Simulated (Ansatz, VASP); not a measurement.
Two plane-wave programs on Nb

```
Nb
1.0
    -1.67780    1.67780    1.67780
     1.67780   -1.67780    1.67780
     1.67780    1.67780   -1.67780
Nb
1
Direct
  0.00000 0.00000 0.00000
```

Alike in both runs: task single point; functional PBEsol; k mesh 22 × 22 × 22; occupations fermi-dirac, width 0.1 eV; no spin polarisation.

|  | VASP | Ansatz |
| --- | --- | --- |
| version | VASP 6.6.1 | Ansatz 0.2.0 |
| potentials or method | VASP PAW PBE potentials, release 64 (Nb_sv), cutoff 520 eV | plane waves (420 eV) with PAW, scalar-relativistic |
| valence electrons in the cell | 13 | 13 |

|  | VASP | Ansatz | Ansatz less VASP |
| --- | --- | --- | --- |
| pressure (GPa) | -12.1 | -11.8 | +0.26 |

VASP's potentials were made for PBE, not for PBEsol, and Ansatz warns of the same on its side. The functional is the same, so the differences come from potentials, cutoffs and numerics.
